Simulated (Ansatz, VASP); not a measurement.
## Na2S in VASP and in Ansatz

File INCAR:

```
SYSTEM = Na2S
ALGO = Normal ; EDIFF = 1E-8
ENCUT = 400 ; GGA = PS
GGA_COMPAT = .FALSE. ; ISIF = 2
ISMEAR = -1 ; LASPH = .TRUE.
LCHARG = .FALSE. ; LEFG = .TRUE.
LREAL = .FALSE. ; LWAVE = .FALSE.
NBANDS = 17 ; NELM = 120
PREC = Accurate ; SIGMA = 0.02
```

KPOINTS

```
k-points
0
G
  8 8 8
  0 0 0
```

Contents of POSCAR:

```
Na2S
1.0
    0.0000000000      3.3059391347      3.3059391347
    3.3059391347      0.0000000000      3.3059391347
    3.3059391347      3.3059391347      0.0000000000
Na S
2 1
Direct
    0.2500000000      0.2500000000      0.2500000000
    0.7500000000      0.7500000000      0.7500000000
    0.0000000000      0.0000000000      0.0000000000
```

Input for Ansatz:

```yaml
crystal:
  lattice:
    - [0.0, 3.3059391347, 3.3059391347]
    - [3.3059391347, 0.0, 3.3059391347]
    - [3.3059391347, 3.3059391347, 0.0]
  atoms:
    - { symbol: Na, position: [0.25, 0.25, 0.25] }
    - { symbol: Na, position: [0.75, 0.75, 0.75] }
    - { symbol: S, position: [0.0, 0.0, 0.0] }
kpoints:
  mp_grid: { grid: [8, 8, 8] }
scf:
  occupations: { method: fermi_dirac, width: 0.02 }
hamiltonian:
  xc: pbesol
  pseudopotentials: { kind: paw }
output:
  forces: true
  stress: true
  eigenvalues: true
  efg: { contact_densities: true }
```

Change from the starting cell: volume scaled by 1.04, PAW files.

Alike in both runs: task electric field gradients; functional PBEsol; k mesh 8 × 8 × 8; occupations fermi-dirac, width 0.02 eV; no spin polarisation.

```csv
,VASP,Ansatz
version,VASP 6.6.1,Ansatz 0.2.0
potentials or method,"VASP PAW PBE potentials, release 64 (Na_pv, S)","PAW with Ansatz's default frozen-core files, scalar-relativistic"
plane-wave cutoff (eV),400,420
valence electrons in the cell,20,24
```

Ansatz gave:

| Quantity | Value |
| --- | --- |
| gap on the k mesh at the Fermi level (eV) | 2.27 |
| pressure (GPa) | -1.3 |

**Question.** Which values does VASP return?

**Answer.** gap on the k mesh at the Fermi level (eV): 2.26; pressure (GPa): -1.5.

VASP's potentials were made for PBE, not for PBEsol. VASP's potentials hold 20 valence electrons a cell and Ansatz's 24, so a difference there can come from the potentials and not from the codes.
